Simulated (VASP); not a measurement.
# Ca (Fd-3m) in VASP: single point with PBE

Aim: the single point of Ca with PBE.

Everything below comes from runs of VASP 6.6.1. Logs are shortened: lines on timing, memory, paths and dates and some standing lists are left out, and cuts for length are marked.

## Step 1: The cell of the first run

The structure is cubic, space group Fd-3m (No. 227). Conventional cell: a = 7.345 Å, b = 7.345 Å, c = 7.345 Å, α = 90.00°, β = 90.00°, γ = 90.00°. Ca (site symmetry -43m) has 4 Ca at 3.18 Å within 4.2 Å.

This isn't the form of Ca at room conditions, which is fcc.

## Step 2: Single point, PBE

INCAR

```
  PREC = Accurate
  ENCUT = 520
  EDIFF = 1E-6
  ISMEAR = 0
  SIGMA = 0.1
  LREAL = F
  LASPH = T
  NELM = 60
  ALGO = Normal
  ISIF = 2
  LWAVE = F
  LCHARG = F
  GGA = PE
  NBANDS = 17
```

KPOINTS

```
regular mesh
0
Gamma
  4 4 4
```

POSCAR

```
Ca
1.0
    0.0000000000      3.6726468674      3.6726468674
    3.6726468674      0.0000000000      3.6726468674
    3.6726468674      3.6726468674      0.0000000000
Ca
2
Direct
    0.5000000000      0.5000000000      0.5000000000
    0.7500000000      0.7500000000      0.7500000000
```

Potentials or basis: VASP PAW PBE potentials, release 64 (Ca_sv).

Launch:

```
cat potpaw_PBE.64/Ca_sv/POTCAR > POTCAR
mpirun -np 1 vasp_std > vasp.out
```

OUTCAR:

```text
PREC = Accurate
   ENCUT = 520
   EDIFF = 1E-6
   ISMEAR = 0
   LREAL = F
   LASPH = T
   NELM = 60
   ISIF = 2
   GGA = PE

 ion  position               nearest neighbor table
   1  0.500  0.500  0.500-
   2  0.750  0.750  0.750-

  LATTYP: Found a face centered cubic cell.
 ALAT       =     7.3452937348

  Lattice vectors:

 A1 = (   0.0000000000,   3.6726468674,   3.6726468674)
 A2 = (   3.6726468674,   0.0000000000,   3.6726468674)
 A3 = (   3.6726468674,   3.6726468674,   0.0000000000)

Analysis of symmetry for initial positions (statically):
=====================================================================
 Subroutine PRICEL returns:
 Original cell was already a primitive cell.

 Routine SETGRP: Setting up the symmetry group for a
 face centered cubic supercell.

 Subroutine GETGRP returns: Found 48 space group operations
 (whereof 24 operations were pure point group operations)
 out of a pool of 48 trial point group operations.

The static configuration has the point symmetry T_d .
 The point group associated with its full space group is O_h .

Analysis of symmetry for dynamics (positions and initial velocities):
=====================================================================
 Subroutine PRICEL returns:
 Original cell was already a primitive cell.

 Routine SETGRP: Setting up the symmetry group for a
 face centered cubic supercell.

 Subroutine GETGRP returns: Found 48 space group operations
 (whereof 24 operations were pure point group operations)
 out of a pool of 48 trial point group operations.

The dynamic configuration has the point symmetry T_d .
 The point group associated with its full space group is O_h .

 Subroutine INISYM returns: Found 48 space group operations
 (whereof 24 operations are pure point group operations),
 and found     1 'primitive' translations

----------------------------------------------------------------------------------------

                                     Primitive cell

  volume of cell :      99.0758

  direct lattice vectors                    reciprocal lattice vectors
     0.000000000  3.672646867  3.672646867    -0.136141594  0.136141594  0.136141594
     3.672646867  0.000000000  3.672646867     0.136141594 -0.136141594  0.136141594
     3.672646867  3.672646867  0.000000000     0.136141594  0.136141594 -0.136141594

  length of vectors
     5.193907010  5.193907010  5.193907010     0.235804158  0.235804158  0.235804158

  position of ions in fractional coordinates (direct lattice)
     0.500000000  0.500000000  0.500000000
     0.750000000  0.750000000  0.750000000

  ion indices of the primitive-cell ions
   primitive index   ion index
                 1           1
                 2           2

----------------------------------------------------------------------------------------

 KPOINTS: regular mesh

Automatic generation of k-mesh.
 Grid dimensions read from file:
 generate k-points for:    4    4    4

 Generating k-lattice:

  Cartesian coordinates                     Fractional coordinates (reciprocal lattice)
    -0.034035399  0.034035399  0.034035399     0.250000000  0.000000000  0.000000000
     0.034035399 -0.034035399  0.034035399     0.000000000  0.250000000  0.000000000
     0.034035399  0.034035399 -0.034035399     0.000000000  0.000000000  0.250000000

  Length of vectors
     0.058951040  0.058951040  0.058951040

  Shift w.r.t. Gamma in fractional coordinates (k-lattice)
     0.000000000  0.000000000  0.000000000

 Subroutine IBZKPT returns following result:
 ===========================================

 Found      8 irreducible k-points:

 Following reciprocal coordinates:
            Coordinates               Weight
  0.000000  0.000000  0.000000      1.000000
  0.250000  0.000000  0.000000      8.000000
  0.500000  0.000000  0.000000      4.000000
  0.250000  0.250000  0.000000      6.000000
  0.500000  0.250000  0.000000     24.000000
 -0.250000  0.250000  0.000000     12.000000
  0.500000  0.500000  0.000000      3.000000
 -0.250000  0.500000  0.250000      6.000000
   k-points           NKPTS =      8   k-points in BZ     NKDIM =      8   number of bands    NBANDS=     17
   number of dos      NEDOS =    301   number of ions     NIONS =      2
   total plane-waves  NPLWV =  64000
   dimension x,y,z NGX =    40 NGY =   40 NGZ =   40
   dimension x,y,z NGXF=    80 NGYF=   80 NGZF=   80
   ions per type =               2
   NGX,Y,Z   is equivalent  to a cutoff of  12.80, 12.80, 12.80 a.u.
   NGXF,Y,Z  is equivalent  to a cutoff of  25.61, 25.61, 25.61 a.u.
 SYSTEM =  unknown system
   PREC   = accura    normal or accurate (medium, high low for compatibility)
   ISTART =      0    job   : 0-new  1-cont  2-samecut
   ICHARG =      2    charge: 1-file 2-atom 10-const
   ISPIN  =      1    spin polarized calculation?
   LNONCOLLINEAR =      F non collinear calculations
   LSORBIT =      F    spin-orbit coupling
   LASPH  =      T    aspherical Exc in radial PAW
   ENCUT  =  520.0 eV  38.22 Ry    6.18 a.u.   9.66  9.66  9.66*2*pi/ulx,y,z
   NELM   =     60;   NELMIN=  2; NELMDL= -5     # of ELM steps
   EDIFF  = 0.1E-05   stopping-criterion for ELM
   LREAL  =      F    real-space projection
   EDIFFG = 0.1E-04   stopping-criterion for IOM
   NSW    =      0    number of steps for IOM
   IBRION =     -1    ionic relax: 0-MD 1-quasi-New 2-CG
   NFREE  =      0    steps in history (QN), initial steepest desc. (CG)
   ISIF   =      2    stress and relaxation
   ISYM   =      2    0-nonsym 1-usesym 2-fastsym
   POTIM  = 0.5000    time-step for ionic-motion
   TEBEG  =    0.0;   TEEND  =   0.0 temperature during run
   PSTRESS=    0.0 pullay stress
   NELECT =      20.0000    total number of electrons
   NUPDOWN=      -1.0000    fix difference up-down
   EMIN   =  10.00;   EMAX   =-10.00  energy-range for DOS
   EFERMI =   0.00;   METHOD = LEGACY
   ISMEAR =     0;   SIGMA  =   0.10  broadening in eV -4-tet -1-fermi 0-gaus
   EFERMI_NEDOS =   21; number of points for ismear=-14 and -15
   IALGO  =     38    algorithm
   IMIX   =      4    mixing-type and parameters
     AMIX     =   0.40;   BMIX     =  1.00
     AMIX_MAG =   1.60;   BMIX_MAG =  1.00
  volume/ion in A,a.u.               =      49.54       334.30
  Fermi-wavevector in a.u.,A,eV,Ry     =   0.960349  1.814796 12.548242  0.922270
  Thomas-Fermi vector in A             =   2.089625
   LORBIT       =      0    0 simple, 1 ext, 2 COOP (PROOUT), +10 PAW based schemes
   GGA     = PE    functional components
   LHFCALC =     F    Hartree Fock is set to
   AEXX    =    0.0000 exact exchange contribution
   IVDW    =     0    specifies the selected vdW correction
   LEPSILON=     F    determine dielectric tensor
   LRPA    =     F    only Hartree local field effects (RPA)
 non-spin polarized calculation
 Gauss-broadening in eV      SIGMA  =   0.10
  energy-cutoff  :      520.00
  volume of cell :       99.08
 maximum number of plane-waves:      2698
 NGX is ok and might be reduce to    40
   NGX = 19   NGY = 19   NGZ = 19

 number of electron      20.0000003 magnetization

 Free energy of the ion-electron system (eV)
  ---------------------------------------------------
  ext. energy  EPLUGINS =         0.00000000
  ---------------------------------------------------
  free energy    TOTEN  =        -1.29675207 eV

  energy without entropy =       -1.26424871  energy(sigma->0) =       -1.28050039

 E-fermi :   1.2629     XC(G=0):  -7.1392

 val. band max:        1.2604468422   @ k =   0.5000   0.5000   0.0000
 cond. band min:       1.3141971985   @ k =   0.2500   0.2500   0.0000
 fundamental gap:      0.0537503563
 Fermi energy:         1.2628574058

 k-point     1 :       0.0000    0.0000    0.0000
  band No.  band energies     occupation
      1     -41.3954      2.00000
      2     -41.2815      2.00000
      3     -22.4816      2.00000
      4     -22.4816      2.00000
      5     -22.4816      2.00000
      6     -22.2275      2.00000
[... 9 lines left out ...]
     16       3.0866      0.00000
     17       3.0866      0.00000

 k-point     2 :       0.2500    0.0000    0.0000
  band No.  band energies     occupation
      1     -41.3835      2.00000
      2     -41.2935      2.00000
      3     -22.4964      2.00000
      4     -22.4964      2.00000
      5     -22.4797      2.00000
      6     -22.2328      2.00000
[... 9 lines left out ...]
     16       3.1770      0.00000
     17       3.1770      0.00000

 k-point     3 :       0.5000    0.0000    0.0000
  band No.  band energies     occupation
      1     -41.3670      2.00000
      2     -41.3101      2.00000
      3     -22.5097      2.00000
      4     -22.5097      2.00000
      5     -22.4782      2.00000
      6     -22.2376      2.00000
[... 9 lines left out ...]
     16       3.6656      0.00000
     17       3.6656      0.00000

 k-point     4 :       0.2500    0.2500    0.0000
  band No.  band energies     occupation
      1     -41.3787      2.00000
      2     -41.2982      2.00000
      3     -22.5125      2.00000
      4     -22.5125      2.00000
      5     -22.4461      2.00000
      6     -22.2671      2.00000
[... 9 lines left out ...]
     16       3.0739      0.00000
     17       3.0739      0.00000

 k-point     5 :       0.5000    0.2500    0.0000
  band No.  band energies     occupation
      1     -41.3587      2.00000
      2     -41.3184      2.00000
      3     -22.5357      2.00000
      4     -22.5246      2.00000
      5     -22.4182      2.00000
      6     -22.2963      2.00000
[... 9 lines left out ...]
     16       3.3124      0.00000
     17       3.5325      0.00000

 k-point     6 :      -0.2500    0.2500    0.0000
  band No.  band energies     occupation
      1     -41.3670      2.00000
      2     -41.3101      2.00000
      3     -22.5328      2.00000
      4     -22.5098      2.00000
      5     -22.4416      2.00000
      6     -22.2718      2.00000
[... 9 lines left out ...]
     16       3.1335      0.00000
     17       3.6469      0.00000

 k-point     7 :       0.5000    0.5000    0.0000
  band No.  band energies     occupation
      1     -41.3385      2.00000
      2     -41.3385      2.00000
      3     -22.5383      2.00000
      4     -22.5383      2.00000
      5     -22.3586      2.00000
      6     -22.3586      2.00000
[... 9 lines left out ...]
     16       3.3402      0.00000
     17       3.4733      0.00000

 k-point     8 :      -0.2500    0.5000    0.2500
  band No.  band energies     occupation
      1     -41.3385      2.00000
      2     -41.3385      2.00000
      3     -22.5391      2.00000
      4     -22.5391      2.00000
      5     -22.3572      2.00000
      6     -22.3572      2.00000
[... 9 lines left out ...]
     16       2.6711      0.00000
     17       4.2463      0.00000

------------------------ aborting loop because EDIFF is reached ----------------------------------------

  FORCE on cell =-STRESS in cart. coord.  units (eV):
  Direction    XX          YY          ZZ          XY          YZ          ZX
  --------------------------------------------------------------------------------------
  -------------------------------------------------------------------------------------
  Total        1.9830144      1.9830144      1.9830144     -0.0000000      0.0000000      0.0000000
  in kB       32.0677831     32.0677831     32.0677831     -0.0000000      0.0000000      0.0000000
  external PRESSURE =      32.0677831 kB  Pullay stress =       0.0000000 kB

 VOLUME and BASIS-vectors are now :
 -----------------------------------------------------------------------------
  energy-cutoff  :      520.00
  volume of cell :       99.08
      direct lattice vectors                 reciprocal lattice vectors
     0.000000000  3.672646867  3.672646867    -0.136141594  0.136141594  0.136141594
     3.672646867  0.000000000  3.672646867     0.136141594 -0.136141594  0.136141594
     3.672646867  3.672646867  0.000000000     0.136141594  0.136141594 -0.136141594

 POSITION                                       TOTAL-FORCE (eV/Angst)
 -----------------------------------------------------------------------------------
      3.67265      3.67265      3.67265        -0.000000     -0.000000     -0.000000
      5.50897      5.50897      5.50897         0.000000      0.000000      0.000000
 -----------------------------------------------------------------------------------
    total drift:                               -0.000000     -0.000000      0.000000

  FREE ENERGIE OF THE ION-ELECTRON SYSTEM (eV)
  ---------------------------------------------------
  free  energy   TOTEN  =        -1.2967520679 eV

  energy  without entropy=       -1.2642487074  energy(sigma->0) =       -1.28050039
```

Run time: 22 s. Hardware: 1 thread of Intel Xeon 8259CL, shared host; peak memory 0.23 GiB.

Results:

- Free energy: -1.2968 eV
- Pressure: 3.2 GPa
- Band gap on the k mesh: zero (bands 10 and 11 overlap by 1.18 eV)

Levels at points of the mesh, in eV from the Fermi level:
```tsv
k point	band 8	band 9	band 10	band 11	band 12	band 13
(0.00, 0.00, 0.00)	-23.49	-3.61	0.75	0.75	0.81	0.81
(0.50, 0.00, 0.00)	-23.46	-1.82	-1.01	0.58	0.58	0.92
(0.50, 0.50, 0.00)	-23.43	-0.85	-0.85	0.00	0.00	1.19
```

Caveat: the k points lie up to 0.37 Å⁻¹ apart, too coarse for converged energies and pressures of a metal.
